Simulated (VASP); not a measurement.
Input of a VASP 6.6.1 run:

POSCAR

```
Pt
1.0
   -1.3929288260      1.3929288260      1.9703917460
    1.3929288260     -1.3929288260      1.9703917460
    1.3929288260      1.3929288260     -1.9703917460
Pt
1
Direct
    0.0000000000      0.0000000000      0.0000000000
```

File INCAR.step1:

```
SYSTEM = Pt
ALGO = Normal ; EDIFF = 1E-4
ENCUT = 520 ; GGA = PE
ISMEAR = 0 ; LASPH = .True.
LCHARG = .False. ; LREAL = .False.
LWAVE = .True. ; NBANDS = 11
NELM = 80 ; PREC = Accurate
SIGMA = 0.1
```

Contents of INCAR.step2:

```
SYSTEM = Pt
ALGO = Normal ; EDIFF = 1E-6
ENCUT = 520 ; ISIF = 2
ISMEAR = 0 ; ISTART = 1
LASPH = .True. ; LCHARG = .False.
LMIXTAU = .True. ; LREAL = .False.
LWAVE = .False. ; METAGGA = R2SCAN
NBANDS = 11 ; NELM = 80
PREC = Accurate ; SIGMA = 0.1
```

File KPOINTS:

```
k-points
0
Gamma
  28 28 28
  0 0 0
```

Potentials or basis: VASP PAW PBE potentials, release 64 (Pt).

The run is started by

```sh
$ cat potpaw_PBE.64/Pt/POTCAR > POTCAR
$ cp INCAR.step1 INCAR
$ mpirun -np 1 vasp_std > vasp.out
$ cp INCAR.step2 INCAR
$ mpirun -np 1 vasp_std > vasp.out
```

**Question.** Predict the band gap on the k mesh.

**Answer.** Zero (band 5 reaches 11.26 eV, above the bottom of band 6 at 8.93 eV).

**Question.** What does it give for the pressure?

**Answer.** 0.7 GPa.

Caveat: the PAW data sets were made with another functional, which shifts forces and pressure a little; spin-orbit coupling is left out, which moves the levels of the heavy elements.
